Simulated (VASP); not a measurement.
A run of VASP 6.6.1 is set up as follows.

File INCAR:

```
ALGO = Normal
EDIFF = 1E-6
ENCUT = 520
GGA = PE
ISIF = 2
ISMEAR = -1
IVDW = 12
LASPH = True
LCHARG = True
LELF = True
LREAL = Auto
LVHAR = True
LWAVE = False
NBANDS = 49
NELM = 80
PREC = Accurate
SIGMA = 0.02
```

Contents of KPOINTS:

```
k-points
0
Gamma
  1 1 1
```

Contents of POSCAR:

```
H16CO7
1.0
    6.4768410000      0.0000000000      0.0000000000
    0.0000000000      6.4768410000      0.0000000000
    0.0000000000      0.0000000000      6.4768410000
O H C
7 16 1
Direct
    0.2626897897      1.1332839574      0.9117098907
    0.9644825309      0.2839964730      0.1585186359
    0.7297384636      0.5635308942      0.8511556791
    0.0820770496      0.7932262039      0.7381067406
    0.6244247774      0.4114042633      0.4362620605
    0.2025678876      0.5025598127      0.4676508193
    0.8206315394      0.7782034483      0.3667528661
    0.2321347706      0.9922738570      0.8555096535
    0.3392548929      1.1954130108      0.8101480336
    0.8700229016      0.3558524904      0.0575434845
    1.0601464510      0.2180383925      0.0589176112
    0.8701772979      0.6309094202      0.8158915743
    0.7031051094      0.5237584186      0.7123225659
    0.0057126615      0.8618862189      0.6319901940
    0.1623939819      0.6929303962      0.6515213203
    0.6889315331      0.5389973291      0.3935251769
    0.7375817933      0.3052259581      0.4092427157
    0.1045108256      0.4542029054      0.3586007438
    0.3377881285      0.4519332804      0.4391955893
    0.5700464161      0.9119723643      0.4523038315
    0.8981384598      0.7327337509      0.2440232823
    0.6682269952      1.0466985371      0.2389590851
    0.5286836592      0.7895670127      0.2109516043
    0.6369771930      0.8864969821      0.3070478340
```

Potentials or basis: VASP PAW PBE potentials, release 64 (O, H, C).

The run is started by

```sh
$ cat potpaw_PBE.64/O/POTCAR potpaw_PBE.64/H/POTCAR potpaw_PBE.64/C/POTCAR > POTCAR
$ mpirun -np 1 vasp_gam > vasp.out
```

Problem. What does it give for the band gap on the k mesh?

Solution. 4.84 eV.

Problem. Predict the pressure.

Solution. 0.2 GPa.

Forces in eV/Å, atoms in the order of the input:
```
O   -1.641 -2.277  2.062
O   -1.080  0.821 -0.788
O    2.301  1.062  0.764
O    0.942 -0.639  0.496
O    0.941 -2.236  0.220
O   -1.676  0.545  0.073
O    0.623 -0.521 -0.840
H   -0.211  0.454  0.205
H    1.740  1.786 -2.265
H    0.328 -0.227  0.694
H    0.629 -0.049  0.171
H   -1.129 -0.225  0.929
H   -1.068 -0.979 -1.318
H   -0.747  0.602 -0.765
H   -0.233 -0.205  0.092
H    0.519  0.856 -0.197
H   -1.412  1.195  0.117
H    0.799 -0.175  0.341
H    1.164 -0.584 -0.474
H   -1.206  0.372  1.444
H   -0.190  0.415  0.239
H   -0.073 -1.427  0.047
H    0.700  0.635  0.229
C   -0.019  0.801 -1.477
```

Caveat: the k points lie up to 0.97 Å⁻¹ apart.
